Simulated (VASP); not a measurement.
# W: single point with PBE

The system is W.

```xyz
1
Lattice="-1.6772 1.6772 1.6772 1.6772 -1.6772 1.6772 1.6772 1.6772 -1.6772" Properties=species:S:1:pos:R:3 pbc="T T T"
W     0.0000    0.0000    0.0000
```

This cell differs from its parent crystal: strain +0.050 along x and y, +0.050 along z.

| Item | Value |
| --- | --- |
| Program | VASP 6.6.1 |
| Task | single point |
| Functional | PBE |
| Potentials or basis | VASP PAW PBE potentials, release 64 (W_sv) |
| Cutoff | 520 eV |
| k mesh | 20 × 20 × 20 |
| Occupations | gaussian, width 0.15 eV |
| Spin | no spin polarisation |

```
Pressure               : -33.8 GPa
Band gap on the k mesh : zero (bands 7 and 8 overlap by 4.99 eV)
```

Levels at points of the mesh, in eV from the Fermi level:
```
           k point  band 3  band 4  band 5  band 6  band 7  band 8  band 9  band 10  band 11  band 12
(0.00, 0.00, 0.00)  -38.22  -38.22   -8.66   -1.00   -1.00   -1.00    1.83     1.83    14.07    14.07
(0.50, 0.00, 0.00)  -38.45  -38.22   -5.24   -2.83    0.24    1.65    2.43     4.71     8.50    11.00
(0.50, 0.50, 0.50)  -38.73  -38.73   -4.59   -4.59    3.99    3.99    3.99     6.99     6.99     6.99
```

Run time: 69 s on 1 thread of Intel Xeon 8259CL, with other jobs on the host, peak memory 0.19 GiB.

Caveat: the cell differs from its parent crystal (strain +0.050 along x and y, +0.050 along z); the cell stands under tension; spin-orbit coupling is left out, which moves the levels of the heavy elements.
